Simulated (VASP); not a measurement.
# MgO (lda.b) (Fm-3m) in VASP: notebook

Runs on MgO (lda.b). Level: LDA. Tasks: single point.

Program: VASP 6.6.1. These are calculated values, not measurements. Logs are shortened: lines on timing, memory, paths and dates and some standing lists are left out, and cuts for length are marked.

**Experimental background.**

From “Electronic structure of alkaline earth and post-transition metal oxides”, 2009, arxiv:0908.1581, for a bulk crystal of MgO: band gap 7.83 eV.

How close the calculation comes is told below.

### Step 1. The cell of the first run

The structure is cubic, space group Fm-3m (No. 225). Conventional cell: a = 4.200 Å, b = 4.200 Å, c = 4.200 Å, α = 90.00°, β = 90.00°, γ = 90.00°. Mg (site symmetry m-3m) has 6 O at 2.10 Å within 2.8 Å. O (site symmetry m-3m) has 6 Mg at 2.10 Å within 2.8 Å.

### Step 2. Single point, LDA (volume scaled by 1.03)

INCAR

```
SYSTEM = MgO
PREC = Accurate ; ENCUT = 600
EDIFF = 1E-6 ; ISMEAR = 0
SIGMA = 0.02 ; LREAL = .FALSE.
LASPH = .TRUE. ; NELM = 120
ALGO = Normal ; ISIF = 2
LWAVE = .FALSE. ; LCHARG = .TRUE.
GGA = CA ; LELF = .TRUE.
LVHAR = .TRUE. ; NBANDS = 11
GGA_COMPAT = .FALSE.
```

KPOINTS

```
Automatic mesh
0
G
  10 10 10
  0 0 0
```

POSCAR

```
MgO
1.0
    0.0000000000      2.1001973465      2.1001973465
    2.1001973465      0.0000000000      2.1001973465
    2.1001973465      2.1001973465      0.0000000000
Mg O
1 1
Direct
    0.0000000000      0.0000000000      0.0000000000
    0.5000000000      0.5000000000      0.5000000000
```

Potentials or basis: VASP PAW LDA potentials, release 64 (Mg, O).

Run with:

```bash
$ cat potpaw_LDA.64/Mg/POTCAR potpaw_LDA.64/O/POTCAR > POTCAR
$ mpirun -np 1 vasp_std > vasp.out
```

OUTCAR:

```text
SYSTEM = MgO
   PREC = Accurate
   ENCUT = 600
   EDIFF = 1E-6
   ISMEAR = 0
   LREAL = .FALSE.
   LASPH = .TRUE.
   NELM = 120
   ISIF = 2
   GGA = CA

 ion  position               nearest neighbor table
   1  0.000  0.000  0.000-   2 2.10   2 2.10   2 2.10   2 2.10   2 2.10   2 2.10
   2  0.500  0.500  0.500-   1 2.10   1 2.10   1 2.10   1 2.10   1 2.10   1 2.10

  LATTYP: Found a face centered cubic cell.
 ALAT       =     4.2003946930

  Lattice vectors:

 A1 = (   0.0000000000,   2.1001973465,   2.1001973465)
 A2 = (   2.1001973465,   0.0000000000,   2.1001973465)
 A3 = (   2.1001973465,   2.1001973465,   0.0000000000)

Analysis of symmetry for initial positions (statically):
=====================================================================
 Subroutine PRICEL returns:
 Original cell was already a primitive cell.

 Routine SETGRP: Setting up the symmetry group for a
 face centered cubic supercell.

 Subroutine GETGRP returns: Found 48 space group operations
 (whereof 48 operations were pure point group operations)
 out of a pool of 48 trial point group operations.

The static configuration has the point symmetry O_h .

Analysis of symmetry for dynamics (positions and initial velocities):
=====================================================================
 Subroutine PRICEL returns:
 Original cell was already a primitive cell.

 Routine SETGRP: Setting up the symmetry group for a
 face centered cubic supercell.

 Subroutine GETGRP returns: Found 48 space group operations
 (whereof 48 operations were pure point group operations)
 out of a pool of 48 trial point group operations.

The dynamic configuration has the point symmetry O_h .

 Subroutine INISYM returns: Found 48 space group operations
 (whereof 48 operations are pure point group operations),
 and found     1 'primitive' translations

----------------------------------------------------------------------------------------

                                     Primitive cell

  volume of cell :      18.5272

  direct lattice vectors                    reciprocal lattice vectors
     0.000000000  2.100197346  2.100197346    -0.238072865  0.238072865  0.238072865
     2.100197346  0.000000000  2.100197346     0.238072865 -0.238072865  0.238072865
     2.100197346  2.100197346  0.000000000     0.238072865  0.238072865 -0.238072865

  length of vectors
     2.970127571  2.970127571  2.970127571     0.412354299  0.412354299  0.412354299

  position of ions in fractional coordinates (direct lattice)
     0.000000000  0.000000000  0.000000000
     0.500000000  0.500000000  0.500000000

  ion indices of the primitive-cell ions
   primitive index   ion index
                 1           1
                 2           2

----------------------------------------------------------------------------------------

 KPOINTS: Automatic mesh

Automatic generation of k-mesh.
 Grid dimensions read from file:
 generate k-points for:   10   10   10

 Generating k-lattice:

  Cartesian coordinates                     Fractional coordinates (reciprocal lattice)
    -0.023807287  0.023807287  0.023807287     0.100000000  0.000000000  0.000000000
     0.023807287 -0.023807287  0.023807287     0.000000000  0.100000000  0.000000000
     0.023807287  0.023807287 -0.023807287     0.000000000  0.000000000  0.100000000

  Length of vectors
     0.041235430  0.041235430  0.041235430

  Shift w.r.t. Gamma in fractional coordinates (k-lattice)
     0.000000000  0.000000000  0.000000000

 Subroutine IBZKPT returns following result:
 ===========================================

 Found     47 irreducible k-points:

 Following reciprocal coordinates:
            Coordinates               Weight
  0.000000  0.000000  0.000000      1.000000
  0.100000  0.000000  0.000000      8.000000
  0.200000  0.000000  0.000000      8.000000
  0.300000  0.000000  0.000000      8.000000
  0.400000  0.000000  0.000000      8.000000
  0.500000  0.000000  0.000000      4.000000
[... 16 lines left out ...]
  0.300000  0.300000  0.000000      6.000000
  0.400000  0.300000  0.000000     24.000000
 [... further k-points ...]
   k-points           NKPTS =     47   k-points in BZ     NKDIM =     47   number of bands    NBANDS=     11
   number of dos      NEDOS =    301   number of ions     NIONS =      2
   total plane-waves  NPLWV =  13824
   dimension x,y,z NGX =    24 NGY =   24 NGZ =   24
   dimension x,y,z NGXF=    48 NGYF=   48 NGZF=   48
   ions per type =               1   1
   NGX,Y,Z   is equivalent  to a cutoff of  13.43, 13.43, 13.43 a.u.
   NGXF,Y,Z  is equivalent  to a cutoff of  26.87, 26.87, 26.87 a.u.
 SYSTEM =  MgO
   PREC   = accura    normal or accurate (medium, high low for compatibility)
   ISTART =      0    job   : 0-new  1-cont  2-samecut
   ICHARG =      2    charge: 1-file 2-atom 10-const
   ISPIN  =      1    spin polarized calculation?
   LNONCOLLINEAR =      F non collinear calculations
   LSORBIT =      F    spin-orbit coupling
   LASPH  =      T    aspherical Exc in radial PAW
   ENCUT  =  600.0 eV  44.10 Ry    6.64 a.u.   5.93  5.93  5.93*2*pi/ulx,y,z
   NELM   =    120;   NELMIN=  2; NELMDL= -5     # of ELM steps
   EDIFF  = 0.1E-05   stopping-criterion for ELM
   LREAL  =      F    real-space projection
   EDIFFG = 0.1E-04   stopping-criterion for IOM
   NSW    =      0    number of steps for IOM
   IBRION =     -1    ionic relax: 0-MD 1-quasi-New 2-CG
   NFREE  =      0    steps in history (QN), initial steepest desc. (CG)
   ISIF   =      2    stress and relaxation
   ISYM   =      2    0-nonsym 1-usesym 2-fastsym
   POTIM  = 0.5000    time-step for ionic-motion
   TEBEG  =    0.0;   TEEND  =   0.0 temperature during run
   PSTRESS=    0.0 pullay stress
   NELECT =       8.0000    total number of electrons
   NUPDOWN=      -1.0000    fix difference up-down
   EMIN   =  10.00;   EMAX   =-10.00  energy-range for DOS
   EFERMI =   0.00;   METHOD = LEGACY
   ISMEAR =     0;   SIGMA  =   0.02  broadening in eV -4-tet -1-fermi 0-gaus
   EFERMI_NEDOS =   21; number of points for ismear=-14 and -15
   IALGO  =     38    algorithm
   IMIX   =      4    mixing-type and parameters
     AMIX     =   0.40;   BMIX     =  1.00
     AMIX_MAG =   1.60;   BMIX_MAG =  1.00
  volume/ion in A,a.u.               =       9.26        62.51
  Fermi-wavevector in a.u.,A,eV,Ry     =   1.237375  2.338300 20.831843  1.531097
  Thomas-Fermi vector in A             =   2.371945
   LORBIT       =      0    0 simple, 1 ext, 2 COOP (PROOUT), +10 PAW based schemes
   GGA     = CA    functional components
   LHFCALC =     F    Hartree Fock is set to
   AEXX    =    0.0000 exact exchange contribution
   IVDW    =     0    specifies the selected vdW correction
   LEPSILON=     F    determine dielectric tensor
   LRPA    =     F    only Hartree local field effects (RPA)
 non-spin polarized calculation
 Gauss-broadening in eV      SIGMA  =   0.02
  energy-cutoff  :      600.00
  volume of cell :       18.53
 maximum number of plane-waves:       636
   NGX = 11   NGY = 11   NGZ = 11

 number of electron       8.0000004 magnetization

 Free energy of the ion-electron system (eV)
  ---------------------------------------------------
  ext. energy  EPLUGINS =         0.00000000
  ---------------------------------------------------
  free energy    TOTEN  =       -13.43473806 eV

  energy without entropy =      -13.43473806  energy(sigma->0) =      -13.43473806

 E-fermi :   3.0239     XC(G=0): -11.6319

 val. band max:        2.9416990166   @ k =   0.0000   0.0000   0.0000
 cond. band min:       7.6810306157   @ k =   0.0000   0.0000   0.0000
 fundamental gap:      4.7393315991
 Fermi energy:         3.0238728070

 k-point     1 :       0.0000    0.0000    0.0000
  band No.  band energies     occupation
      1     -14.1033      2.00000
      2       2.9417      2.00000
      3       2.9417      2.00000
      4       2.9417      2.00000
      5       7.6810      0.00000
      6      18.5146      0.00000
      7      18.5146      0.00000
      8      18.5146      0.00000
      9      22.5608      0.00000
     10      24.2145      0.00000
     11      24.2145      0.00000

 k-point     2 :       0.1000    0.0000    0.0000
  band No.  band energies     occupation
      1     -13.9917      2.00000
      2       2.2805      2.00000
      3       2.8717      2.00000
      4       2.8717      2.00000
      5       8.3040      0.00000
      6      17.2864      0.00000
      7      18.7570      0.00000
      8      18.7570      0.00000
      9      23.4726      0.00000
     10      23.4726      0.00000
     11      24.1961      0.00000

 k-point     3 :       0.2000    0.0000    0.0000
  band No.  band energies     occupation
      1     -13.6836      2.00000
      2       0.9343      2.00000
      3       2.6946      2.00000
      4       2.6946      2.00000
      5       9.4791      0.00000
      6      15.7950      0.00000
      7      19.2448      0.00000
      8      19.2448      0.00000
      9      22.7759      0.00000
     10      22.7759      0.00000
     11      25.0043      0.00000

 k-point     4 :       0.3000    0.0000    0.0000
  band No.  band energies     occupation
      1     -13.2649      2.00000
      2      -0.4228      2.00000
      3       2.4866      2.00000
      4       2.4866      2.00000
      5      10.3743      0.00000
      6      15.1409      0.00000
      7      19.3584      0.00000
      8      19.3584      0.00000
      9      23.2253      0.00000
     10      23.2253      0.00000
     11      24.3794      0.00000
[... 239 lines left out ...]
 k-point    22 :      -0.2000    0.2000    0.0000
  band No.  band energies     occupation
      1     -13.1406      2.00000
      2      -0.2186      2.00000
      3       1.5623      2.00000
      4       2.4827      2.00000
      5      11.3444      0.00000
      6      14.6783      0.00000
      7      17.8483      0.00000
      8      20.4981      0.00000
      9      21.2045      0.00000
     10      24.0861      0.00000
     11      27.5359      0.00000

 k-point    23 :       0.3000    0.3000    0.0000
  band No.  band energies     occupation
      1     -13.0499      2.00000
      2      -0.2732      2.00000
      3       1.9776      2.00000
      4       1.9776      2.00000
      5      11.7389      0.00000
      6      13.1605      0.00000
      7      17.1616      0.00000
      8      20.6719      0.00000
      9      20.6719      0.00000
     10      26.8780      0.00000
     11      30.1717      0.00000

 k-point    24 :       0.4000    0.3000    0.0000
  band No.  band energies     occupation
      1     -12.7840      2.00000
      2      -0.7144      2.00000
      3       1.6000      2.00000
      4       1.8268      2.00000
      5      12.4084      0.00000
      6      12.9351      0.00000
      7      16.3538      0.00000
      8      20.9102      0.00000
      9      21.1223      0.00000
     10      27.6160      0.00000
     11      29.8002      0.00000

 [... further k-points ...]
[... 5 lines left out ...]
  --------------------------------------------------------------------------------------
  -------------------------------------------------------------------------------------
  Total       -0.7784137     -0.7784137     -0.7784137      0.0000000      0.0000000      0.0000000
  in kB      -67.3148282    -67.3148282    -67.3148282      0.0000000      0.0000000      0.0000000
  external PRESSURE =     -67.3148282 kB  Pullay stress =       0.0000000 kB

 VOLUME and BASIS-vectors are now :
 -----------------------------------------------------------------------------
  energy-cutoff  :      600.00
  volume of cell :       18.53
      direct lattice vectors                 reciprocal lattice vectors
     0.000000000  2.100197346  2.100197346    -0.238072865  0.238072865  0.238072865
     2.100197346  0.000000000  2.100197346     0.238072865 -0.238072865  0.238072865
     2.100197346  2.100197346  0.000000000     0.238072865  0.238072865 -0.238072865

 POSITION                                       TOTAL-FORCE (eV/Angst)
 -----------------------------------------------------------------------------------
      0.00000      0.00000      0.00000         0.000000      0.000000      0.000000
      2.10020      2.10020      2.10020         0.000000      0.000000     -0.000000
 -----------------------------------------------------------------------------------
    total drift:                               -0.000000     -0.000000      0.000000

  FREE ENERGIE OF THE ION-ELECTRON SYSTEM (eV)
  ---------------------------------------------------
  free  energy   TOTEN  =       -13.4347380573 eV

  energy  without entropy=      -13.4347380573  energy(sigma->0) =      -13.43473806
```

Wall time 12 s (1 thread of Intel Xeon 8259CL, shared host); peak memory 0.13 GiB.

What came out:

* Free energy: -13.4347 eV
* Pressure: -6.7 GPa
* Band gap on the k mesh: 4.74 eV, direct

(Part 1 of 2 ends here.)
